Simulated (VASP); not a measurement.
A run of VASP 6.6.1 is set up as follows.

File INCAR:

```
SYSTEM = Tm
  PREC = Accurate
  ENCUT = 600
  EDIFF = 1E-6
  ISMEAR = 0
  SIGMA = 0.05
  LREAL = .False.
  LASPH = .True.
  NELM = 200
  ALGO = Normal
  ISIF = 2
  LWAVE = .False.
  LCHARG = .True.
  ISPIN = 2
  MAGMOM = 2
  LORBIT = 11
  LMAXMIX = 6
  GGA = PE
  LELF = .True.
  LVHAR = .True.
  NBANDS = 22
  GGA_COMPAT = .False.
```

KPOINTS

```
Automatic mesh
0
Gamma
  3 3 3
  0 0 0
```

Contents of POSCAR:

```
Tm
1.0
    0.0000000000      2.4492650000      2.4492650000
    2.4492650000      0.0000000000      2.4492650000
    2.4492650000      2.4492650000      0.0000000000
Tm
1
Direct
    0.0000000000      0.0000000000      0.0000000000
```

Potentials or basis: VASP PAW PBE potentials, release 64 (Tm).

Command:

```bash
$ cat potpaw_PBE.64/Tm/POTCAR > POTCAR
$ mpirun -np 1 vasp_std > vasp.out
```

Q: Estimate the pressure.

A: 4.3 GPa.

Q: Estimate the net moment.

A: 0.11 μB per cell.

Q: Predict the site moments.

A: Tm +0.77 μB.

Caveat: the k points lie up to 0.74 Å⁻¹ apart; the magnetic or orbital state may not be the lowest. The state reached can hang on the start; a lower one may exist.
